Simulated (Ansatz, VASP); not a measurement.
**MgRe: VASP beside Ansatz**

```
Mg Re
1.0
     0.00000    3.14764    3.14764
     3.14764    0.00000    3.14764
     3.14764    3.14764    0.00000
Mg Re
2 2
Direct
  0.25000 0.25000 0.25000
  0.00000 0.00000 0.00000
  0.50000 0.50000 0.50000
  0.75000 0.75000 0.75000
```

Alike in both runs: functional PBE; k mesh 10 × 10 × 10; occupations gaussian, width 0.1 eV; no spin polarisation.

Ansatz relaxed the structure, and its values are those at the end. VASP's run is a single point on that final structure, the one shown.

|  | VASP | Ansatz |
| --- | --- | --- |
| version | VASP 6.6.1 | Ansatz 0.2.0 |
| potentials or method | VASP PAW PBE potentials, release 64 (Mg, Re), cutoff 520 eV | scalar-relativistic, plane waves, PAW |
| valence electrons in the cell | 18 | 50 |

|  | VASP | Ansatz | Ansatz less VASP |
| --- | --- | --- | --- |
| gap on the k mesh at the Fermi level (eV) | none | none | - |
| pressure (GPa) | -0.5 | 0.0 | +0.48 |

A gap of «none» marks a metal or a gap that the smearing closes. With one functional, cell and mesh, what is left measures potentials, basis and numerics. VASP's potentials hold 18 valence electrons a cell and Ansatz's 50, so a difference there can come from the potentials and not from the codes.

Neither program's run includes spin-orbit coupling.
